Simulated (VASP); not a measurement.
Runs of VASP 6.6.1 on GaP. The structure is that of space group F-43m (No. 216), or close to it. The cells are those of the table. 

| task | cell | cutoff (eV) | gap on the mesh (eV) | pressure (GPa) |
| --- | --- | --- | --- | --- |
| single point | a = 3.762 Å, angles 60.0°, 2 atoms | 520 | 1.49 | 9.9 |
| relaxation of cell and atoms | relaxed from a = 3.854 Å, angles 60.0°, 2 atoms | 600 | (a) | 0.1 |
| single point | a = 3.862 Å, angles 60.0°, 2 atoms | 520 | 1.65 | 1.9 |
| single point | a = 3.929 Å, angles 60.0°, 2 atoms | 520 | 1.35 | (b) |
| relaxation of cell and atoms | relaxed to 2 GPa from a = 3.854 Å, angles 60.0°, 2 atoms | 600 | 1.65 | 2.0 |

Alike in all rows: level PBE; potentials or basis VASP PAW PBE potentials, release 64 (Ga_d, P); no spin polarisation; k mesh 6 × 6 × 6; smearing gaussian 0.01 eV.

Problem. Fill in the values left out.

Solution. (a) 1.57; (b) -2.0.

Caveats: the cell is relaxed towards a set pressure, so the enthalpy falls and the energy may rise (some runs).

A k mesh can miss the band edges, and the runs leave out spin-orbit coupling on Ga.
